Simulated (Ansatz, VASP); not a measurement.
## TiPt3 in VASP and in Ansatz

```
CELL_PARAMETERS angstrom
3.81745 0.00000 0.00000
0.00000 3.81745 0.00000
0.00000 0.00000 3.81745
ATOMIC_POSITIONS crystal
Ti 0.00000 0.00000 0.00000
Pt 0.00000 0.50000 0.50000
Pt 0.50000 0.00000 0.50000
Pt 0.50000 0.50000 0.00000
```

Change from the starting cell: volume scaled by 0.94.

Alike in both runs: task single point; functional PBEsol; k mesh 9 × 9 × 9; occupations fermi-dirac, width 0.05 eV; no spin polarisation.

|  | VASP | Ansatz |
| --- | --- | --- |
| version | VASP 6.6.1 | Ansatz 0.2.0 |
| potentials or method | VASP PAW PBE potentials, release 64 (Ti_sv, Pt), cutoff 520 eV | all-electron LAPW, scalar-relativistic |

|  | VASP | Ansatz | Ansatz less VASP |
| --- | --- | --- | --- |
| pressure (GPa) | 19.6 | 19.9 | +0.23 |

VASP's potentials were made for PBE, not for PBEsol. Ansatz ran all-electron here, and VASP with PAW potentials.

Spin-orbit coupling is off throughout.
